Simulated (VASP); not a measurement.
# CuNi5 (P-6m2) in VASP: further runs

Runs on CuNi5. Level: PBE. Tasks: single point, relaxation of cell and atoms.

Program: VASP 6.6.1. These are calculated values, not measurements. Logs are shortened: lines on timing, memory, paths and dates and some standing lists are left out, and cuts for length are marked.

## (1) The cell of the first run

The structure is hexagonal, space group P-6m2 (No. 187). The conventional cell has a = 2.468 Å, b = 2.468 Å, c = 11.946 Å, α = 90.00°, β = 90.00°, γ = 120.00°. Cu (site symmetry -6m2) has 6 Ni at 2.45 Å and 6 Cu at 2.47 Å within 3.2 Å. Ni (site symmetry 3m) has 9 Ni at 2.45 to 2.47 Å and 3 Cu at 2.45 Å within 3.2 Å. Within 3.2 Å of Ni (site symmetry -6m2) lie 12 Ni at 2.45 to 2.47 Å. Within 3.2 Å of Ni (site symmetry 3m) lie 12 Ni at 2.45 to 2.47 Å.

## (2) Single point, PBE, collinear spin, ferromagnetic start

The input, INCAR:

```
SYSTEM = CuNi5
PREC     = Accurate       ! precision mode
ENCUT    = 520            ! plane-wave cutoff, eV
EDIFF    = 1E-6           ! SCF threshold, eV
ISMEAR   = 0              ! smearing method
SIGMA    = 0.1            ! smearing width, eV
LREAL    = .FALSE.        ! projectors in reciprocal space
LASPH    = .TRUE.         ! aspherical terms in the spheres
NELM     = 150            ! most SCF steps
ALGO     = Normal         ! electronic algorithm
ISIF     = 2              ! what is computed and relaxed
LWAVE    = .FALSE.        ! write WAVECAR
LCHARG   = .FALSE.        ! write CHGCAR
ISPIN    = 2              ! spin polarisation
MAGMOM   = 0 2 2 2 2 2    ! initial moments
LORBIT   = 11             ! projections on sites
LMAXMIX  = 4              ! l up to which the mixer works
GGA      = PE             ! functional
NBANDS   = 44             ! bands
```

The input, KPOINTS:

```
Automatic mesh
0
G
  6 6 2
  0 0 0
```

The input, POSCAR:

```
CuNi5
1.0
    2.4679721500      0.0000000000      0.0000000000
   -1.2339860800      2.1373265800      0.0000000000
    0.0000000000      0.0000000000     11.9463576100
Cu Ni
1 5
Direct
    0.6666666700      0.3333333300      0.0000000000
    0.3333333300      0.6666666700      0.8333333300
    0.3333333300      0.6666666700      0.1666666700
    0.3333333300      0.6666666700      0.5000000000
    0.6666666700      0.3333333300      0.3333333300
    0.6666666700      0.3333333300      0.6666666700
```

Potentials or basis: VASP PAW PBE potentials, release 64 (Cu, Ni).

Command:

```sh
cat potpaw_PBE.64/Cu/POTCAR potpaw_PBE.64/Ni/POTCAR > POTCAR
mpirun -np 1 vasp_std > vasp.out
```

OUTCAR:

```text
SYSTEM = CuNi5
   PREC = Accurate
   ENCUT = 520
   EDIFF = 1E-6
   ISMEAR = 0
   LREAL = .FALSE.
   LASPH = .TRUE.
   NELM = 150
   ISIF = 2
   ISPIN = 2
   LORBIT = 11
   GGA = PE

 ion  position               nearest neighbor table
   1  0.667  0.333  0.000-   2 2.45   3 2.45   2 2.45   3 2.45   2 2.45   3 2.45
   2  0.333  0.667  0.833-   6 2.45   6 2.45   6 2.45   1 2.45   1 2.45   1 2.45
   3  0.333  0.667  0.167-   5 2.45   5 2.45   5 2.45   1 2.45   1 2.45   1 2.45
   4  0.333  0.667  0.500-   5 2.45   6 2.45   5 2.45   6 2.45   5 2.45   6 2.45
   5  0.667  0.333  0.333-   3 2.45   3 2.45   3 2.45   4 2.45   4 2.45   4 2.45
   6  0.667  0.333  0.667-   2 2.45   2 2.45   2 2.45   4 2.45   4 2.45   4 2.45

  LATTYP: Found a hexagonal cell.
 ALAT       =     2.4679721500
 C/A-ratio  =     4.8405560857

  Lattice vectors:

 A1 = (   2.4679721500,   0.0000000000,   0.0000000000)
 A2 = (  -1.2339860800,   2.1373265800,   0.0000000000)
 A3 = (   0.0000000000,   0.0000000000,  11.9463576100)

Analysis of symmetry for initial positions (statically):
=====================================================================
 Subroutine PRICEL returns:
 Original cell was already a primitive cell.

 Routine SETGRP: Setting up the symmetry group for a
 hexagonal supercell.

 Subroutine GETGRP returns: Found 12 space group operations
 (whereof 12 operations were pure point group operations)
 out of a pool of 24 trial point group operations.

The static configuration has the point symmetry D_3h.

Analysis of symmetry for dynamics (positions and initial velocities):
=====================================================================
 Subroutine PRICEL returns:
 Original cell was already a primitive cell.

 Routine SETGRP: Setting up the symmetry group for a
 hexagonal supercell.

 Subroutine GETGRP returns: Found 12 space group operations
 (whereof 12 operations were pure point group operations)
 out of a pool of 24 trial point group operations.

The dynamic configuration has the point symmetry D_3h.

Analysis of structural, dynamic, and magnetic symmetry:
=====================================================================
 Subroutine PRICEL returns:
 Original cell was already a primitive cell.

 Routine SETGRP: Setting up the symmetry group for a
 hexagonal supercell.

 Subroutine GETGRP returns: Found 12 space group operations
 (whereof 12 operations were pure point group operations)
 out of a pool of 24 trial point group operations.

The overall configuration has the point symmetry D_3h.

 Subroutine INISYM returns: Found 12 space group operations
 (whereof 12 operations are pure point group operations),
 and found     1 'primitive' translations

----------------------------------------------------------------------------------------

                                     Primitive cell

  volume of cell :      63.0154

  direct lattice vectors                    reciprocal lattice vectors
     2.467972150  0.000000000  0.000000000     0.405190958  0.233937109  0.000000000
    -1.233986080  2.137326580  0.000000000     0.000000000  0.467874217  0.000000000
     0.000000000  0.000000000 11.946357610     0.000000000  0.000000000  0.083707523

  length of vectors
     2.467972150  2.467972154 11.946357610     0.467874218  0.467874217  0.083707523

  position of ions in fractional coordinates (direct lattice)
     0.666666670  0.333333330  0.000000000
     0.333333330  0.666666670  0.833333330
     0.333333330  0.666666670  0.166666670
     0.333333330  0.666666670  0.500000000
     0.666666670  0.333333330  0.333333330
     0.666666670  0.333333330  0.666666670

  ion indices of the primitive-cell ions
   primitive index   ion index
                 1           1
                 2           2
                 3           3
                 4           4
                 5           5
[... 35 lines left out ...]
  0.333333  0.166667  0.000000     12.000000
  0.333333  0.333333  0.000000      2.000000
  0.000000  0.000000  0.500000      1.000000
[... 38 lines left out ...]
  energy-cutoff  :      520.00
  volume of cell :       63.02
 maximum number of plane-waves:      1722
   NGX =  9   NGY =  9   NGZ = 45

 number of electron      61.0000000 magnetization      10.0000000

 number of electron      60.9999996 magnetization       2.9333086

 Free energy of the ion-electron system (eV)
  ---------------------------------------------------
  ext. energy  EPLUGINS =         0.00000000
  ---------------------------------------------------
  free energy    TOTEN  =       -30.85003246 eV

  energy without entropy =      -30.79967767  energy(sigma->0) =      -30.82485507

 E-fermi :   9.6777     XC(G=0): -13.4537

 val. band max:        9.6645081872   @ k =   0.1667  -0.0000   0.5000
 cond. band min:       9.6817138538   @ k =   0.3333   0.3333   0.5000
 fundamental gap:      0.0172056666
 Fermi energy:         9.6776909021

 spin component 1

 k-point     1 :       0.0000    0.0000    0.0000
  band No.  band energies     occupation
      1       0.2920      1.00000
      2       1.3038      1.00000
      3       1.5525      1.00000
      4       3.8296      1.00000
      5       3.9906      1.00000
      6       4.6713      1.00000
[... 619 lines left out ...]
     41      18.6969      0.00000
     42      18.9292      0.00000
 Fermi energy:         9.6776909021

 spin component 2

 k-point     1 :       0.0000    0.0000    0.0000
  band No.  band energies     occupation
      1       0.2729      1.00000
      2       1.2844      1.00000
      3       1.5372      1.00000
      4       3.8709      1.00000
      5       4.0812      1.00000
      6       4.9311      1.00000
[... 619 lines left out ...]
     41      18.8822      0.00000
     42      19.1141      0.00000
 [bands above 42 left out]

------------------------ aborting loop because EDIFF is reached ----------------------------------------

  FORCE on cell =-STRESS in cart. coord.  units (eV):
  Direction    XX          YY          ZZ          XY          YZ          ZX
  --------------------------------------------------------------------------------------
  -------------------------------------------------------------------------------------
  Total        3.4761570      3.4761570      6.1025126     -0.0000000      0.0000000      0.0000000
  in kB       88.3818946     88.3818948    155.1574438     -0.0000002      0.0000000      0.0000000
  external PRESSURE =     110.6404111 kB  Pullay stress =       0.0000000 kB

 VOLUME and BASIS-vectors are now :
 -----------------------------------------------------------------------------
  energy-cutoff  :      520.00
  volume of cell :       63.02
      direct lattice vectors                 reciprocal lattice vectors
     2.467972150  0.000000000  0.000000000     0.405190958  0.233937109  0.000000000
    -1.233986080  2.137326580  0.000000000     0.000000000  0.467874217  0.000000000
     0.000000000  0.000000000 11.946357610     0.000000000  0.000000000  0.083707523

 POSITION                                       TOTAL-FORCE (eV/Angst)
 -----------------------------------------------------------------------------------
      1.23399      0.71244      0.00000         0.000000     -0.000000      0.000000
     -0.00000      1.42488      9.95530        -0.000000      0.000000     -0.415724
     -0.00000      1.42488      1.99106         0.000000     -0.000000      0.415724
     -0.00000      1.42488      5.97318         0.000000     -0.000000      0.000000
      1.23399      0.71244      3.98212        -0.000000      0.000000     -0.018421
      1.23399      0.71244      7.96424        -0.000000     -0.000000      0.018421
 -----------------------------------------------------------------------------------
    total drift:                               -0.000001      0.000001      0.000000

  FREE ENERGIE OF THE ION-ELECTRON SYSTEM (eV)
  ---------------------------------------------------
  free  energy   TOTEN  =       -30.8500324621 eV

  energy  without entropy=      -30.7996776701  energy(sigma->0) =      -30.82485507

 total charge

# of ion       s       p       d       tot
------------------------------------------
    1        0.486   0.474   9.185  10.145
    2        0.510   0.517   8.364   9.391
    3        0.510   0.517   8.364   9.391
    4        0.513   0.529   8.331   9.374
    5        0.513   0.527   8.332   9.372
    6        0.513   0.527   8.332   9.372
--------------------------------------------------
tot          3.045   3.091  50.908  57.044

 magnetization (x)

# of ion       s       p       d       tot
------------------------------------------
    1       -0.004  -0.012   0.025   0.010
    2       -0.002  -0.016   0.493   0.475
    3       -0.002  -0.016   0.493   0.475
    4       -0.005  -0.023   0.713   0.686
    5       -0.004  -0.022   0.690   0.664
    6       -0.004  -0.022   0.690   0.664
--------------------------------------------------
tot         -0.019  -0.111   3.104   2.974
```

Wall time 3.9 min (1 thread of Intel Xeon 8259CL, shared host); peak memory 0.22 GiB.

Results:

```yaml
Free_energy: -30.8500 eV
Pressure: 11.1 GPa
Largest_force: 0.416 eV/Å
Net_moment: 2.93 μB per cell
Site_moments: Cu +0.01; Ni +0.47, +0.69, +0.66 (each value once) μB
Valence_electrons_inside_the_program's_atomic_spheres: Cu 10.14; Ni 9.39, 9.37 (each value once)
```

Forces in eV/Å, atoms in the order of the input:
```
Cu   0.000  0.000  0.000
Ni   0.000  0.000 -0.416
Ni   0.000  0.000  0.416
Ni   0.000  0.000  0.000
Ni   0.000  0.000 -0.018
Ni   0.000  0.000  0.018
```

Levels at points of the mesh, in eV from the Fermi level:
Spin up:
```tsv
k point	band 29	band 30	band 31	band 32	band 33	band 34	band 35	band 36	band 37	band 38
(0.00, 0.00, 0.00)	-1.23	-0.89	-0.89	-0.69	-0.69	-0.68	-0.68	-0.32	5.98	10.87
(0.50, 0.00, 0.00)	-0.27	-0.26	0.49	0.69	1.12	2.16	2.47	3.05	7.01	7.32
(0.00, 0.00, 0.50)	-1.15	-1.15	-0.93	-0.93	-0.69	-0.69	-0.68	-0.68	7.47	7.71
(0.50, 0.00, 0.50)	-0.27	-0.26	0.83	1.02	1.27	1.44	2.77	2.99	6.71	6.96
```
Spin down:
```
           k point  band 28  band 29  band 30  band 31  band 32  band 33
(0.00, 0.00, 0.00)    -0.57    -0.57    -0.35    -0.23    -0.23    -0.04
(0.50, 0.00, 0.00)     0.26     0.33     0.33     0.54     0.77     1.48
(0.00, 0.00, 0.50)    -0.89    -0.52    -0.52    -0.25    -0.25    -0.04
(0.50, 0.00, 0.50)     0.26     0.33     0.33     1.03     1.41     1.42
```

Caveat: the k points lie up to 0.49 Å⁻¹ apart.

## (3) Single point, PBE, collinear spin, ferromagnetic start

This run uses another cell than the first one, of 11.08 Å³/atom.

The input, INCAR:

```
SYSTEM = CuNi5
ALGO = Normal ; EDIFF = 1E-6
ENCUT = 520 ; GGA = PE
ISIF = 2 ; ISMEAR = 0
ISPIN = 2 ; LASPH = .TRUE.
LCHARG = .FALSE. ; LMAXMIX = 4
LORBIT = 11 ; LREAL = .FALSE.
LWAVE = .FALSE. ; MAGMOM = 0 2 2 2 2 2
NBANDS = 44 ; NELM = 150
PREC = Accurate ; SIGMA = 0.1
```

The input, KPOINTS:

```
k-points
0
G
  6 6 2
  0 0 0
```

The input, POSCAR:

```
CuNi5
1.0
    2.4917821238      0.0000000029      0.0000000000
   -1.2458910644      2.1579466185      0.0000000000
    0.0000000000      0.0000000000     12.3669734342
Cu Ni
1 5
Direct
    0.6666666667      0.3333333333      0.0000000000
    0.3333333333      0.6666666667      0.8290050690
    0.3333333333      0.6666666667      0.1709949310
    0.3333333333      0.6666666667      0.5000000000
    0.6666666667      0.3333333333      0.3350433823
    0.6666666667      0.3333333333      0.6649566177
```

Potentials or basis: VASP PAW PBE potentials, release 64 (Cu, Ni).

Command:

```sh
cat potpaw_PBE.64/Cu/POTCAR potpaw_PBE.64/Ni/POTCAR > POTCAR
mpirun -np 1 vasp_std > vasp.out
```

Run time: 5 min. Hardware: 1 thread of Intel Xeon 8259CL, shared host; peak memory 0.24 GiB.

Results (log left out):

```yaml
Free_energy: -31.0047 eV
Pressure: 0.0 GPa
Largest_force: 0.004 eV/Å
Net_moment: 3.13 μB per cell
Site_moments: Cu +0.00; Ni +0.54, +0.70 (each value once) μB
Valence_electrons_inside_the_program's_atomic_spheres: Cu 10.04; Ni 9.29, 9.30 (each value once)
```

Forces in eV/Å, atoms in the order of the input:
```
Cu   0.000  0.000  0.000
Ni   0.000  0.000 -0.004
Ni   0.000  0.000  0.004
Ni   0.000  0.000  0.000
Ni   0.000  0.000  0.002
Ni   0.000  0.000 -0.002
```

Stress tensor (GPa, compression positive):
```
-0.08  0.00  0.00
 0.00 -0.08  0.00
 0.00  0.00  0.11
```

Levels at points of the mesh, in eV from the Fermi level:
Spin up:
| k point | band 30 | band 31 | band 32 | band 33 | band 34 | band 35 | band 36 | band 37 |
| --- | --- | --- | --- | --- | --- | --- | --- | --- |
| (0.00, 0.00, 0.00) | -0.91 | -0.91 | -0.73 | -0.73 | -0.71 | -0.71 | -0.46 | 5.17 |
| (0.50, 0.00, 0.00) | -0.30 | 0.58 | 0.76 | 1.09 | 2.09 | 2.41 | 2.94 | 6.53 |
| (0.00, 0.00, 0.50) | -1.16 | -0.93 | -0.93 | -0.72 | -0.72 | -0.71 | -0.71 | 6.42 |
| (0.50, 0.00, 0.50) | -0.30 | 0.83 | 1.00 | 1.27 | 1.45 | 2.67 | 2.88 | 6.31 |
Spin down:
```
           k point  band 26  band 27  band 28  band 29  band 30  band 31  band 32  band 33  band 34  band 35
(0.00, 0.00, 0.00)    -0.76    -0.76    -0.50    -0.50    -0.49    -0.19    -0.19     0.00     0.00     0.05
(0.50, 0.00, 0.00)     0.19     0.25     0.28     0.35     0.36     0.62     0.83     1.46     2.27     2.63
(0.00, 0.00, 0.50)    -1.14    -0.79    -0.79    -0.47    -0.47    -0.20    -0.20    -0.01    -0.01     0.05
(0.50, 0.00, 0.50)     0.20     0.25     0.28     0.35     0.36     1.04     1.39     1.40     1.57     2.89
```

Caveat: the k points lie up to 0.49 Å⁻¹ apart.

## (4) Relaxation of cell and atoms, PBE, collinear spin, ferromagnetic start

The input, INCAR:

```
SYSTEM = CuNi5
  PREC = Accurate
  ENCUT = 600
  EDIFF = 1E-7
  ISMEAR = 0
  SIGMA = 0.1
  LREAL = .False.
  LASPH = .True.
  NELM = 150
  ALGO = Fast
  ISIF = 3
  LWAVE = .False.
  LCHARG = .False.
  ISPIN = 2
  MAGMOM = 0 2 2 2 2 2
  LORBIT = 11
  LMAXMIX = 4
  GGA = PE
  IBRION = 2
  NSW = 90
  EDIFFG = -0.04
```

The input, KPOINTS:

```
regular mesh
0
Gamma
  6 6 2
  0 0 0
```

The input, POSCAR:

```
CuNi5
1.0
    2.4679721500      0.0000000000      0.0000000000
   -1.2339860800      2.1373265800      0.0000000000
    0.0000000000      0.0000000000     11.9463576100
Cu Ni
1 5
Direct
    0.6666666700      0.3333333300      0.0000000000
    0.3333333300      0.6666666700      0.8333333300
    0.3333333300      0.6666666700      0.1666666700
    0.3333333300      0.6666666700      0.5000000000
    0.6666666700      0.3333333300      0.3333333300
    0.6666666700      0.3333333300      0.6666666700
```

Command:

```sh
cat potpaw_PBE.64/Cu/POTCAR potpaw_PBE.64/Ni/POTCAR > POTCAR
mpirun -np 1 vasp_std > vasp.out
```

It took 30 min on 1 thread of Intel Xeon 8259CL, shared host; peak memory 0.27 GiB.

The run converged. Its results:

- Free energy: -31.0017 eV
- Relaxed volume: 11.08 Å³/atom
- Relaxed cell: a = 2.491 Å, b = 2.491 Å, c = 12.366 Å, α = 90.00°, β = 90.00°, γ = 120.00°
- Space group after relaxing (to 0.1 Å): P-6m2 (No. 187)
- Energy gained by relaxing: 25.5 meV/atom
- Ionic steps: 9
- Pressure after relaxing: 0.1 GPa
- Largest force after relaxing: 0.020 eV/Å
- Net moment: 3.13 μB per cell
- Site moments: Cu +0.00; Ni +0.54, +0.70 (each value once) μB
- Valence electrons inside the program's atomic spheres: Cu 10.04; Ni 9.29, 9.30 (each value once)

Forces on the atoms (eV/Å):
```
Cu   0.000  0.000  0.000
Ni   0.000  0.000  0.013
Ni   0.000  0.000 -0.013
Ni   0.000  0.000  0.000
Ni   0.000  0.000  0.020
Ni   0.000  0.000 -0.020
```

Stress tensor (GPa, compression positive):
```
0.03 0.00 0.00
0.00 0.03 0.00
0.00 0.00 0.17
```

Step by step:
| step | energy change (eV) | largest force (eV/Å) | pressure (GPa) | volume (Å³) |
| --- | --- | --- | --- | --- |
| 1 | 0.0000 | 0.4156 | 11.03 | 63.02 |
| 2 | -0.0526 | 0.2256 | -8.16 | 69.83 |
| 3 | -0.1332 | 0.2876 | -0.75 | 66.69 |
| 4 | -0.1463 | 0.1663 | -0.20 | 66.51 |
| 5 | -0.1486 | 0.1003 | 0.16 | 66.40 |
| 6 | -0.1508 | 0.0805 | -0.06 | 66.49 |
| 7 | -0.1526 | 0.0403 | -0.45 | 66.65 |
| 8 | -0.1526 | 0.0202 | 0.61 | 66.27 |
| 9 | -0.1530 | 0.0203 | 0.08 | 66.46 |

Final structure:
```
Cu Ni
1.0
     2.49106    0.00000    0.00000
    -1.24553    2.15732    0.00000
     0.00000    0.00000   12.36640
Cu Ni
1 5
Direct
  0.66667 0.33333 0.00000
  0.33333 0.66667 0.82890
  0.33333 0.66667 0.17110
  0.33333 0.66667 0.50000
  0.66667 0.33333 0.33494
  0.66667 0.33333 0.66506
```

Levels at points of the mesh, in eV from the Fermi level:
Spin up:
| k point | band 29 | band 30 | band 31 | band 32 | band 33 | band 34 | band 35 | band 36 | band 37 | band 38 |
| --- | --- | --- | --- | --- | --- | --- | --- | --- | --- | --- |
| (0.00, 0.00, 0.00) | -1.21 | -0.91 | -0.91 | -0.73 | -0.73 | -0.71 | -0.71 | -0.46 | 5.17 | 9.77 |
| (0.50, 0.00, 0.00) | -0.30 | -0.30 | 0.58 | 0.76 | 1.09 | 2.09 | 2.41 | 2.94 | 6.53 | 6.89 |
| (0.00, 0.00, 0.50) | -1.16 | -1.16 | -0.93 | -0.93 | -0.72 | -0.72 | -0.72 | -0.72 | 6.42 | 7.05 |
| (0.50, 0.00, 0.50) | -0.30 | -0.30 | 0.83 | 1.00 | 1.27 | 1.45 | 2.67 | 2.89 | 6.31 | 6.61 |
Spin down:
```
           k point  band 28  band 29  band 30  band 31  band 32  band 33
(0.00, 0.00, 0.00)    -0.50    -0.50    -0.49    -0.19    -0.19     0.00
(0.50, 0.00, 0.00)     0.28     0.35     0.36     0.62     0.83     1.47
(0.00, 0.00, 0.50)    -0.79    -0.47    -0.47    -0.20    -0.20    -0.01
(0.50, 0.00, 0.50)     0.28     0.35     0.35     1.04     1.39     1.40
```

Caveat: the k points lie up to 0.49 Å⁻¹ apart in the final cell.

## (5) The runs side by side

| task | cell | cutoff (eV) | gap on the mesh (eV) | pressure (GPa) | moment (μB) | largest force (eV/Å) |
| --- | --- | --- | --- | --- | --- | --- |
| single point | a = 2.468, b = 2.468, c = 11.946 Å, angles 90.0, 90.0, 120.0°, 6 atoms, atomic positions A | 520 | none | 11.1 | 2.93 | 0.42 |
| single point | a = 2.492, b = 2.492, c = 12.367 Å, angles 90.0, 90.0, 120.0°, 6 atoms, atomic positions B | 520 | none | 0.0 | 3.13 | - |
| relaxation of cell and atoms | relaxed from a = 2.468, b = 2.468, c = 11.946 Å, angles 90.0, 90.0, 120.0°, 6 atoms, atomic positions A | 600 | none | 0.1 | 3.13 | 0.02 |

Alike in all rows: level PBE; potentials or basis VASP PAW PBE potentials, release 64 (Cu, Ni); spin collinear, ferromagnetic start; k mesh 6 × 6 × 2; smearing gaussian 0.1 eV.

Caveats: all runs use coarse meshes.

Total energies depend on the potentials used, so only differences within one code and one set of settings carry meaning.
